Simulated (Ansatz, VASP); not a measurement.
# One calculation of TiAsW, two programs

```xyz
6
Lattice="0.0000 3.7483 0.0000 3.7483 0.0000 0.0000 1.8742 1.8742 -7.3142" Properties=species:S:1:pos:R:3 pbc="T T T"
W     1.8742    1.8742   -2.6189
W     3.7483    3.7483   -4.6953
Ti    0.0000    1.8742    0.0000
Ti    1.8742    0.0000    0.0000
As    1.8742    1.8742   -5.4083
As    3.7483    3.7483   -1.9059
```

Alike in both runs: task single point; functional r2SCAN; k mesh 5 × 5 × 5; occupations gaussian, width 0.001 eV; no spin polarisation.

|  | VASP | Ansatz |
| --- | --- | --- |
| version | VASP 6.6.1 | Ansatz 0.2.0 |
| potentials or method | VASP PAW PBE potentials, release 64 (W_sv, Ti_sv, As), cutoff 520 eV | PAW plane waves |
| valence electrons in the cell | 62 | 82 |

VASP gave:

| Quantity | Value |
| --- | --- |
| gap on the k mesh at the Fermi level (eV) | none |
| pressure (GPa) | -16.5 |
| traceless stress, the component that is largest in VASP (GPa) | -4.83 |
| rms of the force components (eV/Å) | 0.369 |

Problem. What did Ansatz give for the same quantities?

Solution. gap on the k mesh at the Fermi level (eV): none; pressure (GPa): -17.0; traceless stress, the component that is largest in VASP (GPa): -4.83; rms of the force components (eV/Å): 0.364.

VASP's potentials were made for PBE, not for r2SCAN. Atom by atom the forces differ by 0.005 eV/Å (rms over components). A gap of «none» marks a metal or a gap that the smearing closes. The functional is the same, so the differences come from potentials, cutoffs and numerics. VASP's potentials hold 62 valence electrons a cell and Ansatz's 82, so a difference there can come from the potentials and not from the codes.

Neither program's run includes spin-orbit coupling.
